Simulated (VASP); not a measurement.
# Al2Cu (P4/mmm) in VASP: notebook

Al2Cu is run at these levels: PBEsol; tasks: single point, relaxation of cell and atoms.

All numbers are computed with VASP 6.6.1; they aren't measurements. Logs are shortened: lines on timing, memory, paths and dates and some standing lists are left out, and cuts for length are marked.

## (1) The cell of the first run

Symmetry: P4/mmm, No. 123, tetragonal system. Conventional cell: a = 4.100 Å, b = 4.100 Å, c = 2.828 Å, α = 90.00°, β = 90.00°, γ = 90.00°. Al (site symmetry mmm) has 4 Cu at 2.49 Å and 6 Al at 2.83 to 2.90 Å within 3.3 Å. Cu (site symmetry 4/mmm) has 8 Al at 2.49 Å and 2 Cu at 2.83 Å within 3.3 Å.

## (2) Single point, PBEsol

Input file INCAR:

```
PREC = Accurate ; ENCUT = 520
EDIFF = 1E-7 ; ISMEAR = -1
SIGMA = 0.05 ; LREAL = F
LASPH = T ; NELM = 60
ALGO = Normal ; ISIF = 2
LWAVE = F ; LCHARG = F
GGA = PS ; NBANDS = 16
```

Input file KPOINTS:

```
Automatic mesh
0
Gamma
  9 9 12
```

Input file POSCAR:

```
Al2Cu
1.0
    4.1003637640      0.0000000000      0.0000000000
    0.0000000000      4.1003637640      0.0000000000
    0.0000000000      0.0000000000      2.8275069973
Al Cu
2 1
Direct
    0.5000000000      0.0000000000      0.5000000000
    0.0000000000      0.5000000000      0.5000000000
    0.0000000000      0.0000000000      0.0000000000
```

Potentials or basis: VASP PAW PBE potentials, release 64 (Al, Cu).

On the command line:

```bash
cat potpaw_PBE.64/Al/POTCAR potpaw_PBE.64/Cu/POTCAR > POTCAR
mpirun -np 1 vasp_std > vasp.out
```

OUTCAR:

```text
PREC = Accurate
   ENCUT = 520
   EDIFF = 1E-7
   ISMEAR = -1
   LREAL = F
   LASPH = T
   NELM = 60
   ISIF = 2
   GGA = PS

 ion  position               nearest neighbor table
   1  0.500  0.000  0.500-   3 2.49   3 2.49   3 2.49   3 2.49   2 2.90   2 2.90   2 2.90   2 2.90

   2  0.000  0.500  0.500-   3 2.49   3 2.49   3 2.49   3 2.49   1 2.90   1 2.90   1 2.90   1 2.90

   3  0.000  0.000  0.000-   1 2.49   2 2.49   1 2.49   2 2.49   2 2.49   2 2.49   1 2.49   1 2.49

  LATTYP: Found a simple tetragonal cell.
 ALAT       =     4.1003637640
 C/A-ratio  =     0.6895746719

  Lattice vectors:

 A1 = (   4.1003637640,   0.0000000000,   0.0000000000)
 A2 = (   0.0000000000,   4.1003637640,   0.0000000000)
 A3 = (   0.0000000000,   0.0000000000,   2.8275069973)

Analysis of symmetry for initial positions (statically):
=====================================================================
 Subroutine PRICEL returns:
 Original cell was already a primitive cell.

 Routine SETGRP: Setting up the symmetry group for a
 simple tetragonal supercell.

 Subroutine GETGRP returns: Found 16 space group operations
 (whereof 16 operations were pure point group operations)
 out of a pool of 16 trial point group operations.

The static configuration has the point symmetry D_4h.

Analysis of symmetry for dynamics (positions and initial velocities):
=====================================================================
 Subroutine PRICEL returns:
 Original cell was already a primitive cell.

 Routine SETGRP: Setting up the symmetry group for a
 simple tetragonal supercell.

 Subroutine GETGRP returns: Found 16 space group operations
 (whereof 16 operations were pure point group operations)
 out of a pool of 16 trial point group operations.

The dynamic configuration has the point symmetry D_4h.

 Subroutine INISYM returns: Found 16 space group operations
 (whereof 16 operations are pure point group operations),
 and found     1 'primitive' translations

----------------------------------------------------------------------------------------

                                     Primitive cell

  volume of cell :      47.5388

  direct lattice vectors                    reciprocal lattice vectors
     4.100363764  0.000000000  0.000000000     0.243880801  0.000000000  0.000000000
     0.000000000  4.100363764  0.000000000     0.000000000  0.243880801  0.000000000
     0.000000000  0.000000000  2.827506997     0.000000000  0.000000000  0.353668444

  length of vectors
     4.100363764  4.100363764  2.827506997     0.243880801  0.243880801  0.353668444

  position of ions in fractional coordinates (direct lattice)
     0.500000000  0.000000000  0.500000000
     0.000000000  0.500000000  0.500000000
     0.000000000  0.000000000  0.000000000

  ion indices of the primitive-cell ions
   primitive index   ion index
                 1           1
                 2           2
                 3           3

----------------------------------------------------------------------------------------

 KPOINTS: Automatic mesh

Automatic generation of k-mesh.
 Grid dimensions read from file:
 generate k-points for:    9    9   12

 Generating k-lattice:

  Cartesian coordinates                     Fractional coordinates (reciprocal lattice)
     0.027097867  0.000000000  0.000000000     0.111111111  0.000000000  0.000000000
     0.000000000  0.027097867  0.000000000     0.000000000  0.111111111  0.000000000
     0.000000000  0.000000000  0.029472370     0.000000000  0.000000000  0.083333333

  Length of vectors
     0.027097867  0.027097867  0.029472370

  Shift w.r.t. Gamma in fractional coordinates (k-lattice)
     0.000000000  0.000000000  0.000000000

 Subroutine IBZKPT returns following result:
 ===========================================

 Found    105 irreducible k-points:

 Following reciprocal coordinates:
            Coordinates               Weight
  0.000000  0.000000  0.000000      1.000000
  0.111111  0.000000  0.000000      4.000000
  0.222222  0.000000  0.000000      4.000000
  0.333333  0.000000  0.000000      4.000000
  0.444444  0.000000  0.000000      4.000000
  0.111111  0.111111  0.000000      4.000000
[... 16 lines left out ...]
  0.333333  0.111111  0.083333     16.000000
  0.444444  0.111111  0.083333     16.000000
 [... further k-points ...]
   k-points           NKPTS =    105   k-points in BZ     NKDIM =    105   number of bands    NBANDS=     16
   number of dos      NEDOS =    301   number of ions     NIONS =      3
   total plane-waves  NPLWV =  21600
   dimension x,y,z NGX =    30 NGY =   30 NGZ =   24
   dimension x,y,z NGXF=    60 NGYF=   60 NGZF=   48
   ions per type =               2   1
   NGX,Y,Z   is equivalent  to a cutoff of  12.16, 12.16, 14.11 a.u.
   NGXF,Y,Z  is equivalent  to a cutoff of  24.33, 24.33, 28.22 a.u.
 SYSTEM =  unknown system
   PREC   = accura    normal or accurate (medium, high low for compatibility)
   ISTART =      0    job   : 0-new  1-cont  2-samecut
   ICHARG =      2    charge: 1-file 2-atom 10-const
   ISPIN  =      1    spin polarized calculation?
   LNONCOLLINEAR =      F non collinear calculations
   LSORBIT =      F    spin-orbit coupling
   LASPH  =      T    aspherical Exc in radial PAW
   ENCUT  =  520.0 eV  38.22 Ry    6.18 a.u.   7.62  7.62  5.26*2*pi/ulx,y,z
   NELM   =     60;   NELMIN=  2; NELMDL= -5     # of ELM steps
   EDIFF  = 0.1E-06   stopping-criterion for ELM
   LREAL  =      F    real-space projection
   EDIFFG = 0.1E-05   stopping-criterion for IOM
   NSW    =      0    number of steps for IOM
   IBRION =     -1    ionic relax: 0-MD 1-quasi-New 2-CG
   NFREE  =      0    steps in history (QN), initial steepest desc. (CG)
   ISIF   =      2    stress and relaxation
   ISYM   =      2    0-nonsym 1-usesym 2-fastsym
   POTIM  = 0.5000    time-step for ionic-motion
   TEBEG  =    0.0;   TEEND  =   0.0 temperature during run
   PSTRESS=    0.0 pullay stress
   NELECT =      17.0000    total number of electrons
   NUPDOWN=      -1.0000    fix difference up-down
   EMIN   =  10.00;   EMAX   =-10.00  energy-range for DOS
   EFERMI =   0.00;   METHOD = LEGACY
   ISMEAR =    -1;   SIGMA  =   0.05  broadening in eV -4-tet -1-fermi 0-gaus
   EFERMI_NEDOS =   21; number of points for ismear=-14 and -15
   IALGO  =     38    algorithm
   IMIX   =      4    mixing-type and parameters
     AMIX     =   0.40;   BMIX     =  1.00
     AMIX_MAG =   1.60;   BMIX_MAG =  1.00
  volume/ion in A,a.u.               =      15.85       106.94
  Fermi-wavevector in a.u.,A,eV,Ry     =   1.162006  2.195873 18.371370  1.350258
  Thomas-Fermi vector in A             =   2.298572
   LORBIT       =      0    0 simple, 1 ext, 2 COOP (PROOUT), +10 PAW based schemes
   GGA     = PS    functional components
   LHFCALC =     F    Hartree Fock is set to
   AEXX    =    0.0000 exact exchange contribution
   IVDW    =     0    specifies the selected vdW correction
   LEPSILON=     F    determine dielectric tensor
   LRPA    =     F    only Hartree local field effects (RPA)
 non-spin polarized calculation
  energy-cutoff  :      520.00
  volume of cell :       47.54
 maximum number of plane-waves:      1293
   NGX = 15   NGY = 15   NGZ = 11

 number of electron      16.9999984 magnetization

 Free energy of the ion-electron system (eV)
  ---------------------------------------------------
  ext. energy  EPLUGINS =         0.00000000
  ---------------------------------------------------
  free energy    TOTEN  =       -12.57117867 eV

  energy without entropy =      -12.56346295  energy(sigma->0) =      -12.56732081

 E-fermi :   7.3580     XC(G=0): -10.5865

 val. band max:        7.3298636115   @ k =   0.3333   0.1111   0.4167
 cond. band min:       7.4034206182   @ k =   0.1111   0.0000   0.4167
 fundamental gap:      0.0735570067
 Fermi energy:         7.3579784017

 k-point     1 :       0.0000    0.0000    0.0000
  band No.  band energies     occupation
      1      -3.3807      2.00000
      2       1.7512      2.00000
      3       2.2736      2.00000
      4       2.9664      2.00000
      5       3.2090      2.00000
      6       3.2090      2.00000
[... 8 lines left out ...]
     15      14.5845      0.00000
     16      20.1461      0.00000

 k-point     2 :       0.1111    0.0000    0.0000
  band No.  band energies     occupation
      1      -3.2766      2.00000
      2       1.6870      2.00000
      3       2.2484      2.00000
      4       2.9340      2.00000
      5       3.2058      2.00000
      6       3.2095      2.00000
[... 8 lines left out ...]
     15      15.7113      0.00000
     16      19.9192      0.00000

 k-point     3 :       0.2222    0.0000    0.0000
  band No.  band energies     occupation
      1      -2.9702      2.00000
      2       1.3172      2.00000
      3       2.1997      2.00000
      4       2.8619      2.00000
      5       3.1979      2.00000
      6       3.2108      2.00000
[... 8 lines left out ...]
     15      17.6936      0.00000
     16      18.9974      0.00000

 k-point     4 :       0.3333    0.0000    0.0000
  band No.  band energies     occupation
      1      -2.4875      2.00000
      2       0.5009      2.00000
      3       2.1928      2.00000
      4       2.7926      2.00000
      5       2.9635      2.00000
      6       3.1889      2.00000
[... 8 lines left out ...]
     15      17.9972      0.00000
     16      19.8658      0.00000
[... 324 lines left out ...]
 k-point    22 :       0.2222    0.1111    0.0833
  band No.  band energies     occupation
      1      -2.7348      2.00000
      2       1.4177      2.00000
      3       2.1975      2.00000
      4       2.8152      2.00000
      5       3.0170      2.00000
      6       3.0876      2.00000
[... 8 lines left out ...]
     15      17.3085      0.00000
     16      18.6056      0.00000

 k-point    23 :       0.3333    0.1111    0.0833
  band No.  band energies     occupation
      1      -2.2516      2.00000
      2       0.6684      2.00000
      3       2.1955      2.00000
      4       2.7538      2.00000
      5       2.9414      2.00000
      6       3.0967      2.00000
[... 8 lines left out ...]
     15      17.9922      0.00000
     16      19.8061      0.00000

 k-point    24 :       0.4444    0.1111    0.0833
  band No.  band energies     occupation
      1      -1.7111      2.00000
      2      -0.1183      2.00000
      3       2.2247      2.00000
      4       2.7262      2.00000
      5       2.8982      2.00000
      6       3.1014      2.00000
[... 8 lines left out ...]
     15      17.8517      0.00000
     16      19.6759      0.00000

 [... further k-points ...]
[... 5 lines left out ...]
  --------------------------------------------------------------------------------------
  -------------------------------------------------------------------------------------
  Total        0.0680007      0.0680007      0.0456066      0.0000000     -0.0000000      0.0000000
  in kB        2.2917922      2.2917922      1.5370549      0.0000000     -0.0000000      0.0000000
  external PRESSURE =       2.0402131 kB  Pullay stress =       0.0000000 kB

 VOLUME and BASIS-vectors are now :
 -----------------------------------------------------------------------------
  energy-cutoff  :      520.00
  volume of cell :       47.54
      direct lattice vectors                 reciprocal lattice vectors
     4.100363764  0.000000000  0.000000000     0.243880801  0.000000000  0.000000000
     0.000000000  4.100363764  0.000000000     0.000000000  0.243880801  0.000000000
     0.000000000  0.000000000  2.827506997     0.000000000  0.000000000  0.353668444

 POSITION                                       TOTAL-FORCE (eV/Angst)
 -----------------------------------------------------------------------------------
      2.05018      0.00000      1.41375         0.000000      0.000000      0.000000
      0.00000      2.05018      1.41375         0.000000      0.000000      0.000000
      0.00000      0.00000      0.00000         0.000000      0.000000      0.000000
 -----------------------------------------------------------------------------------
    total drift:                               -0.000000     -0.000000     -0.000000

  FREE ENERGIE OF THE ION-ELECTRON SYSTEM (eV)
  ---------------------------------------------------
  free  energy   TOTEN  =       -12.5711786685 eV

  energy  without entropy=      -12.5634629472  energy(sigma->0) =      -12.56732081
```

Wall time 46 s (1 thread of AMD EPYC 9R45 (Zen 5), shared host); peak memory 0.18 GiB.

What came out:

| Property | Result |
| --- | --- |
| Free energy | -12.5712 eV |
| Pressure | 0.2 GPa |
| Band gap on the k mesh | zero (an odd number of electrons rules out a gap without spin polarisation) |

Levels at points of the mesh, in eV from the Fermi level:
```
           k point  band 5  band 6  band 7  band 8  band 9  band 10  band 11  band 12
(0.00, 0.00, 0.00)   -4.15   -4.15   -2.56   -2.56   -0.21     0.74     6.00     6.00
(0.00, 0.00, 0.50)   -4.91   -4.19   -3.02    2.39    2.62     2.62     2.66     2.66
```

Caveat: the PAW data sets were made with another functional, which shifts forces and pressure a little.

(Continued in part 2 of 2.)
